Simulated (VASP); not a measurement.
# CsMgBiO3 (R3m) in VASP: a series of runs

CsMgBiO3 is run at these levels: r2SCAN; tasks: single point.

All numbers are computed with VASP 6.6.1; they aren't measurements. Logs are shortened: lines on timing, memory, paths and dates and some standing lists are left out, and cuts for length are marked.

### Step 1. The cell of the first run

It takes space group R3m (No. 160, trigonal). The conventional cell has a = 6.121 Å, b = 6.121 Å, c = 9.755 Å, α = 90.00°, β = 90.00°, γ = 120.00°. Within 2.8 Å of Bi (site symmetry 3m) lie 6 O at 2.07 to 2.79 Å and 1 Mg at 2.75 Å. Within 4.1 Å of Cs (site symmetry 3m) lie 9 O at 3.12 to 3.13 Å and 4 Mg at 3.32 to 3.53 Å and 4 Bi at 3.56 to 3.68 Å. Within 2.5 Å of Mg (site symmetry 3m) lie 3 O at 1.88 Å. O (site symmetry m) has 1 Mg at 1.88 Å and 1 Bi at 2.07 Å within 2.5 Å.

### Step 2. Single point, r2SCAN

The input, POSCAR:

```
CsMgBiO3
1.0
    3.0603619857      1.7669008162      3.2515631816
   -3.0603619857      1.7669008162      3.2515631816
    0.0000000000     -3.5338016325      3.2515631815
Bi Cs Mg O
1 1 1 3
Direct
    0.5527031212      0.5527031212      0.5527031212
    0.9300961970      0.9300961970      0.9300961970
    0.2707614675      0.2707614675      0.2707614675
    0.9967620130      0.4997358406      0.4997358406
    0.4997358406      0.4997358406      0.9967620130
    0.4997358406      0.9967620130      0.4997358406
```

The input, INCAR.step1:

```
PREC     = Accurate       # precision mode
ENCUT    = 520            # plane-wave cutoff, eV
ISMEAR   = -1             # smearing method
SIGMA    = 0.05           # smearing width, eV
LREAL    = F              # projectors in reciprocal space
LASPH    = T              # aspherical terms in the spheres
NELM     = 60             # most SCF steps
NBANDS   = 31             # bands
GGA      = PE             # functional
ALGO     = Normal         # electronic algorithm
EDIFF    = 1E-4           # SCF threshold, eV
LWAVE    = T              # write WAVECAR
LCHARG   = F              # write CHGCAR
```

The input, INCAR.step2:

```
PREC     = Accurate       # precision mode
ENCUT    = 520            # plane-wave cutoff, eV
EDIFF    = 1E-7           # SCF threshold, eV
ISMEAR   = -1             # smearing method
SIGMA    = 0.05           # smearing width, eV
LREAL    = F              # projectors in reciprocal space
LASPH    = T              # aspherical terms in the spheres
NELM     = 60             # most SCF steps
ALGO     = Normal         # electronic algorithm
ISIF     = 2              # what is computed and relaxed
LWAVE    = F              # write WAVECAR
LCHARG   = F              # write CHGCAR
METAGGA  = R2SCAN         # meta-GGA
LMIXTAU  = T            
NBANDS   = 31             # bands
ISTART   = 1
```

The input, KPOINTS:

```
Automatic mesh
0
Gamma
  6 6 6
```

Potentials or basis: VASP PAW PBE potentials, release 64 (Bi_d, Cs_sv, Mg, O).

On the command line:

```sh
cat potpaw_PBE.64/Bi_d/POTCAR potpaw_PBE.64/Cs_sv/POTCAR potpaw_PBE.64/Mg/POTCAR potpaw_PBE.64/O/POTCAR > POTCAR
cp INCAR.step1 INCAR
mpirun -np 1 vasp_std > vasp.out
cp INCAR.step2 INCAR
mpirun -np 1 vasp_std > vasp.out
```

OUTCAR:

```text
PREC = Accurate
   ENCUT = 520
   EDIFF = 1E-7
   ISMEAR = -1
   LREAL = F
   LASPH = T
   NELM = 60
   ISIF = 2
   METAGGA = R2SCAN
   ISTART = 1

 ion  position               nearest neighbor table
   1  0.553  0.553  0.553-   5 2.07   4 2.07   6 2.07   3 2.75   5 2.79   6 2.79   4 2.79   3 3.57
                             3 3.57   3 3.57
   2  0.930  0.930  0.930-   3 3.32
   3  0.271  0.271  0.271-   5 1.88   4 1.88   6 1.88   1 2.75   2 3.32   1 3.57   1 3.57   1 3.57

   4  0.997  0.500  0.500-   3 1.88   1 2.07   1 2.79
   5  0.500  0.500  0.997-   3 1.88   1 2.07   1 2.79
   6  0.500  0.997  0.500-   3 1.88   1 2.07   1 2.79

  LATTYP: Found a trigonal (rhomboedric) cell.
 ALAT       =     4.8021263105
 COS(alpha) =     0.1877149973

  Lattice vectors:

 A1 = (   3.0603619857,   1.7669008162,   3.2515631816)
 A2 = (  -3.0603619857,   1.7669008162,   3.2515631816)
 A3 = (   0.0000000000,  -3.5338016325,   3.2515631815)

Analysis of symmetry for initial positions (statically):
=====================================================================
 Subroutine PRICEL returns:
 Original cell was already a primitive cell.

 Routine SETGRP: Setting up the symmetry group for a
 trigonal (rhombohedral) supercell.

 Subroutine GETGRP returns: Found  6 space group operations
 (whereof  6 operations were pure point group operations)
 out of a pool of 12 trial point group operations.

The static configuration has the point symmetry C_3v.

Analysis of symmetry for dynamics (positions and initial velocities):
=====================================================================
 Subroutine PRICEL returns:
 Original cell was already a primitive cell.

 Routine SETGRP: Setting up the symmetry group for a
 trigonal (rhombohedral) supercell.

 Subroutine GETGRP returns: Found  6 space group operations
 (whereof  6 operations were pure point group operations)
 out of a pool of 12 trial point group operations.

The dynamic configuration has the point symmetry C_3v.

 Subroutine INISYM returns: Found  6 space group operations
 (whereof  6 operations are pure point group operations),
 and found     1 'primitive' translations

----------------------------------------------------------------------------------------

                                     Primitive cell

  volume of cell :     105.4942

  direct lattice vectors                    reciprocal lattice vectors
     3.060361986  1.766900816  3.251563182     0.163379366  0.094327121  0.102514795
    -3.060361986  1.766900816  3.251563182    -0.163379366  0.094327121  0.102514795
     0.000000000 -3.533801632  3.251563181     0.000000000 -0.188654242  0.102514795

  length of vectors
     4.802126310  4.802126310  4.802126310     0.214708421  0.214708421  0.214708421

  position of ions in fractional coordinates (direct lattice)
     0.552703121  0.552703121  0.552703121
     0.930096197  0.930096197  0.930096197
     0.270761468  0.270761468  0.270761468
     0.996762013  0.499735841  0.499735841
     0.499735841  0.499735841  0.996762013
     0.499735841  0.996762013  0.499735841

  ion indices of the primitive-cell ions
   primitive index   ion index
                 1           1
                 2           2
                 3           3
                 4           4
                 5           5
                 6           6

----------------------------------------------------------------------------------------

 KPOINTS: Automatic mesh

Automatic generation of k-mesh.
 Grid dimensions read from file:
 generate k-points for:    6    6    6

 Generating k-lattice:

  Cartesian coordinates                     Fractional coordinates (reciprocal lattice)
     0.027229894  0.015721187  0.017085799     0.166666667  0.000000000 -0.000000000
    -0.027229894  0.015721187  0.017085799     0.000000000  0.166666667 -0.000000000
     0.000000000 -0.031442374  0.017085799     0.000000000  0.000000000  0.166666667

  Length of vectors
     0.035784737  0.035784737  0.035784737

  Shift w.r.t. Gamma in fractional coordinates (k-lattice)
     0.000000000  0.000000000  0.000000000

 Subroutine IBZKPT returns following result:
 ===========================================

 Found     32 irreducible k-points:

 Following reciprocal coordinates:
            Coordinates               Weight
  0.000000  0.000000  0.000000      1.000000
  0.166667  0.000000 -0.000000      6.000000
  0.333333  0.000000 -0.000000      6.000000
  0.500000  0.000000  0.000000      3.000000
  0.166667  0.166667 -0.000000      6.000000
  0.333333  0.166667  0.000000     12.000000
[... 16 lines left out ...]
  0.500000  0.500000  0.166667      6.000000
 -0.333333  0.500000  0.166667     12.000000
 [... further k-points ...]
   k-points           NKPTS =     32   k-points in BZ     NKDIM =     32   number of bands    NBANDS=     31
   number of dos      NEDOS =    301   number of ions     NIONS =      6
   total plane-waves  NPLWV =  46656
   dimension x,y,z NGX =    36 NGY =   36 NGZ =   36
   dimension x,y,z NGXF=    72 NGYF=   72 NGZF=   72
   ions per type =               1   1   1   3
   NGX,Y,Z   is equivalent  to a cutoff of  12.46, 12.46, 12.46 a.u.
   NGXF,Y,Z  is equivalent  to a cutoff of  24.93, 24.93, 24.93 a.u.
 SYSTEM =  unknown system
   PREC   = accura    normal or accurate (medium, high low for compatibility)
   ISTART =      1    job   : 0-new  1-cont  2-samecut
   ICHARG =      0    charge: 1-file 2-atom 10-const
   ISPIN  =      1    spin polarized calculation?
   LNONCOLLINEAR =      F non collinear calculations
   LSORBIT =      F    spin-orbit coupling
   LASPH  =      T    aspherical Exc in radial PAW
   ENCUT  =  520.0 eV  38.22 Ry    6.18 a.u.   8.93  8.93  8.93*2*pi/ulx,y,z
   NELM   =     60;   NELMIN=  2; NELMDL=  0     # of ELM steps
   EDIFF  = 0.1E-06   stopping-criterion for ELM
   LREAL  =      F    real-space projection
   EDIFFG = 0.1E-05   stopping-criterion for IOM
   NSW    =      0    number of steps for IOM
   IBRION =     -1    ionic relax: 0-MD 1-quasi-New 2-CG
   NFREE  =      0    steps in history (QN), initial steepest desc. (CG)
   ISIF   =      2    stress and relaxation
   ISYM   =      2    0-nonsym 1-usesym 2-fastsym
   POTIM  = 0.5000    time-step for ionic-motion
   TEBEG  =    0.0;   TEEND  =   0.0 temperature during run
   PSTRESS=    0.0 pullay stress
   NELECT =      44.0000    total number of electrons
   NUPDOWN=      -1.0000    fix difference up-down
   EMIN   =  10.00;   EMAX   =-10.00  energy-range for DOS
   EFERMI =   0.00;   METHOD = LEGACY
   ISMEAR =    -1;   SIGMA  =   0.05  broadening in eV -4-tet -1-fermi 0-gaus
   EFERMI_NEDOS =   21; number of points for ismear=-14 and -15
   IALGO  =     38    algorithm
   IMIX   =      4    mixing-type and parameters
     AMIX     =   0.40;   BMIX     =  1.00
     AMIX_MAG =   1.60;   BMIX_MAG =  1.00
  volume/ion in A,a.u.               =      17.58       118.65
  Fermi-wavevector in a.u.,A,eV,Ry     =   1.223159  2.311435 20.355921  1.496118
  Thomas-Fermi vector in A             =   2.358280
   LORBIT       =      0    0 simple, 1 ext, 2 COOP (PROOUT), +10 PAW based schemes
   METAGGA = R2SCAN    functional components
   LHFCALC =     F    Hartree Fock is set to
   AEXX    =    0.0000 exact exchange contribution
   IVDW    =     0    specifies the selected vdW correction
   LEPSILON=     F    determine dielectric tensor
   LRPA    =     F    only Hartree local field effects (RPA)
 non-spin polarized calculation
  energy-cutoff  :      520.00
  volume of cell :      105.49
 maximum number of plane-waves:      2868
   NGX = 17   NGY = 17   NGZ = 17

 number of electron      44.0000016 magnetization

 Free energy of the ion-electron system (eV)
  ---------------------------------------------------
  ext. energy  EPLUGINS =         0.00000000
  ---------------------------------------------------
  free energy    TOTEN  =      -115.02952000 eV

  energy without entropy =     -115.02951999  energy(sigma->0) =     -115.02951999

 E-fermi :   5.6956     XC(G=0): -10.3299

 val. band max:        4.9329762209   @ k =   0.5000   0.5000   0.5000
 cond. band min:       6.4630424073   @ k =   0.0000   0.0000   0.0000
 fundamental gap:      1.5300661865
 Fermi energy:         5.6955785890

 k-point     1 :       0.0000    0.0000    0.0000
  band No.  band energies     occupation
      1     -19.1802      2.00000
      2     -19.1802      2.00000
      3     -18.7813      2.00000
      4     -18.7463      2.00000
      5     -18.7463      2.00000
      6     -17.9148      2.00000
[... 23 lines left out ...]
     30      12.2190      0.00000
     31      12.2190      0.00000

 k-point     2 :       0.1667    0.0000   -0.0000
  band No.  band energies     occupation
      1     -19.1800      2.00000
      2     -19.1661      2.00000
      3     -18.7819      2.00000
      4     -18.7473      2.00000
      5     -18.7470      2.00000
      6     -17.8931      2.00000
[... 23 lines left out ...]
     30      12.4360      0.00000
     31      12.6379      0.00000

 k-point     3 :       0.3333    0.0000   -0.0000
  band No.  band energies     occupation
      1     -19.1796      2.00000
      2     -19.1377      2.00000
      3     -18.7832      2.00000
      4     -18.7490      2.00000
      5     -18.7482      2.00000
      6     -17.8487      2.00000
[... 23 lines left out ...]
     30      12.9427      0.00000
     31      13.2022      0.00000

 k-point     4 :       0.5000    0.0000    0.0000
  band No.  band energies     occupation
      1     -19.1795      2.00000
      2     -19.1235      2.00000
      3     -18.7839      2.00000
      4     -18.7498      2.00000
      5     -18.7488      2.00000
      6     -17.8260      2.00000
[... 23 lines left out ...]
     30      12.6133      0.00000
     31      13.0590      0.00000

 k-point     5 :       0.1667    0.1667   -0.0000
  band No.  band energies     occupation
      1     -19.1737      2.00000
      2     -19.1567      2.00000
      3     -18.7839      2.00000
      4     -18.7485      2.00000
      5     -18.7465      2.00000
      6     -17.8801      2.00000
[... 23 lines left out ...]
     30      12.0923      0.00000
     31      12.8913      0.00000
[... 542 lines left out ...]
     30      12.4328      0.00000
     31      12.9181      0.00000

 k-point    22 :      -0.1667    0.3333    0.1667
  band No.  band energies     occupation
      1     -19.1597      2.00000
      2     -19.1271      2.00000
      3     -18.7858      2.00000
      4     -18.7530      2.00000
      5     -18.7472      2.00000
      6     -17.8158      2.00000
[... 23 lines left out ...]
     30      12.3121      0.00000
     31      13.0216      0.00000

 k-point    23 :       0.5000    0.5000    0.1667
  band No.  band energies     occupation
      1     -19.1371      2.00000
      2     -19.0835      2.00000
      3     -18.7961      2.00000
      4     -18.7541      2.00000
      5     -18.7472      2.00000
      6     -17.7740      2.00000
[... 23 lines left out ...]
     30      12.3792      0.00000
     31      13.2305      0.00000

 k-point    24 :      -0.3333    0.5000    0.1667
  band No.  band energies     occupation
      1     -19.1427      2.00000
      2     -19.0957      2.00000
      3     -18.7923      2.00000
      4     -18.7547      2.00000
      5     -18.7473      2.00000
      6     -17.7781      2.00000
[... 23 lines left out ...]
     30      12.2654      0.00000
     31      13.0921      0.00000

 [... further k-points ...]
[... 5 lines left out ...]
  --------------------------------------------------------------------------------------
  -------------------------------------------------------------------------------------
  Total        6.8945643      6.8945643      6.6789960      0.0000000      0.0000000      0.0000000
  in kB      104.7101997    104.7101997    101.4362887      0.0000000      0.0000000      0.0000000
  external PRESSURE =     103.6188961 kB  Pullay stress =       0.0000000 kB

 VOLUME and BASIS-vectors are now :
 -----------------------------------------------------------------------------
  energy-cutoff  :      520.00
  volume of cell :      105.49
      direct lattice vectors                 reciprocal lattice vectors
     3.060361986  1.766900816  3.251563182     0.163379366  0.094327121  0.102514795
    -3.060361986  1.766900816  3.251563182    -0.163379366  0.094327121  0.102514795
     0.000000000 -3.533801632  3.251563181     0.000000000 -0.188654242  0.102514795

 POSITION                                       TOTAL-FORCE (eV/Angst)
 -----------------------------------------------------------------------------------
      0.00000     -0.00000      5.39145         0.000000      0.000000     -0.218520
      0.00000     -0.00000      9.07280         0.000000     -0.000000      0.001817
      0.00000     -0.00000      2.64119         0.000000     -0.000000      0.058732
      1.52108      0.87820      6.49088         0.080869      0.046690      0.052657
      0.00000     -1.75639      6.49088         0.000000     -0.093380      0.052657
     -1.52108      0.87820      6.49088        -0.080869      0.046690      0.052657
 -----------------------------------------------------------------------------------
    total drift:                                0.000000      0.000000     -0.000025

  FREE ENERGIE OF THE ION-ELECTRON SYSTEM (eV)
  ---------------------------------------------------
  free  energy   TOTEN  =      -115.0295199957 eV

  energy  without entropy=     -115.0295199921  energy(sigma->0) =     -115.02951999
```

It took 8.3 min on 1 thread of Oxide Virtual Turin-like, shared host; peak memory 0.26 GiB.

Results:

```yaml
Free_energy: -115.0295 eV
Pressure: 10.4 GPa
Largest_force: 0.219 eV/Å
Band_gap_on_the_k_mesh: 1.53 eV (least direct gap 1.71 eV)
```

Forces on the atoms (eV/Å):
```
Bi   0.000  0.000 -0.219
Cs   0.000  0.000  0.002
Mg   0.000  0.000  0.059
O    0.081  0.047  0.053
O    0.000 -0.093  0.053
O   -0.081  0.047  0.053
```

Stress tensor (GPa, compression positive):
```
10.47  0.00  0.00
 0.00 10.47  0.00
 0.00  0.00 10.14
```

Levels at points of the mesh, in eV from the valence-band top:
| k point | band 19 | band 20 | band 21 | band 22 | band 23 | band 24 | band 25 | band 26 |
| --- | --- | --- | --- | --- | --- | --- | --- | --- |
| (0.00, 0.00, 0.00) | -3.60 | -2.90 | -2.90 | -2.71 | 1.53 | 3.32 | 3.32 | 5.23 |
| (0.50, 0.00, 0.00) | -3.59 | -3.10 | -2.99 | -2.04 | 2.17 | 3.89 | 4.14 | 5.34 |
| (0.50, 0.50, 0.00) | -3.53 | -3.02 | -2.84 | -0.97 | 2.46 | 3.07 | 3.52 | 4.99 |
| (0.50, 0.50, 0.50) | -2.88 | -2.88 | -2.50 | 0.00 | 1.71 | 1.71 | 2.06 | 3.28 |

Caveat: the cell stands under pressure; the PAW data sets were made with another functional, which shifts forces and pressure a little; spin-orbit coupling is left out, which moves the levels of the heavy elements. A k mesh can miss the band edges.

### Step 3. Single point, r2SCAN

This run uses another cell than the first one, of 19.55 Å³/atom.

The input, POSCAR:

```
CsMgBiO3
1.0
    3.1176745776      1.7999902566      3.4830071822
   -3.1176745776      1.7999902566      3.4830071822
    0.0000000000     -3.5999805133      3.4830071822
Bi Cs Mg O
1 1 1 3
Direct
    0.5586059189      0.5586059189      0.5586059189
    0.9205151708      0.9205151708      0.9205151708
    0.2896473430      0.2896473430      0.2896473430
    0.9867425659      0.4971417407      0.4971417407
    0.4971417407      0.4971417407      0.9867425659
    0.4971417407      0.9867425659      0.4971417407
```

The input, INCAR.step1:

```
SYSTEM = CsMgBiO3
ALGO = Normal
EDIFF = 1E-4
ENCUT = 520
GGA = PE
ISMEAR = -1
LASPH = .TRUE.
LCHARG = .FALSE.
LREAL = .FALSE.
LWAVE = .TRUE.
NBANDS = 31
NELM = 100
PREC = Accurate
SIGMA = 0.05
```

The input, INCAR.step2:

```
SYSTEM = CsMgBiO3
ALGO = Normal
EDIFF = 1E-6
ENCUT = 520
ISIF = 2
ISMEAR = -1
ISTART = 1
LASPH = .TRUE.
LCHARG = .TRUE.
LELF = .TRUE.
LMIXTAU = .TRUE.
LREAL = .FALSE.
LVHAR = .TRUE.
LWAVE = .FALSE.
METAGGA = R2SCAN
NBANDS = 31
NELM = 100
PREC = Accurate
SIGMA = 0.05
```

The input, KPOINTS:

```
k-points
0
G
  6 6 6
  0 0 0
```

Potentials or basis: VASP PAW PBE potentials, release 64 (Bi_d, Cs_sv, Mg, O).

On the command line:

```sh
cat potpaw_PBE.64/Bi_d/POTCAR potpaw_PBE.64/Cs_sv/POTCAR potpaw_PBE.64/Mg/POTCAR potpaw_PBE.64/O/POTCAR > POTCAR
cp INCAR.step1 INCAR
mpirun -np 1 vasp_std > vasp.out
cp INCAR.step2 INCAR
mpirun -np 1 vasp_std > vasp.out
```

Run time: 10 min. Hardware: 1 thread of Oxide Virtual Turin-like, shared host; peak memory 0.3 GiB.

Results (log left out):

| Quantity | Value |
| --- | --- |
| Free energy | -115.5733 eV |
| Pressure | 5.3 GPa |
| Largest force | 0.202 eV/Å |
| Band gap on the k mesh | 2.46 eV (least direct gap 2.53 eV) |

Forces in eV/Å, atoms in the order of the input:
```
Bi   0.000  0.000 -0.202
Cs   0.000  0.000  0.004
Mg   0.000  0.000  0.045
O    0.091  0.053  0.051
O    0.000 -0.105  0.051
O   -0.091  0.053  0.051
```

Stress tensor (GPa, compression positive):
```
5.38 0.00 0.00
0.00 5.38 0.00
0.00 0.00 5.15
```

Levels at points of the mesh, in eV from the valence-band top:
```
           k point  band 20  band 21  band 22  band 23  band 24  band 25
(0.00, 0.00, 0.00)    -2.18    -2.18    -1.87     2.46     4.49     4.49
(0.50, 0.00, 0.00)    -2.28    -2.20    -1.59     2.88     4.47     5.01
(0.50, 0.50, 0.00)    -2.26    -2.07    -0.75     3.07     3.67     4.15
(0.50, 0.50, 0.50)    -2.15    -1.74     0.00     2.53     2.53     2.82
```

Caveat: the cell stands under pressure; the PAW data sets were made with another functional, which shifts forces and pressure a little; spin-orbit coupling is left out, which moves the levels of the heavy elements. A k mesh can miss the band edges.
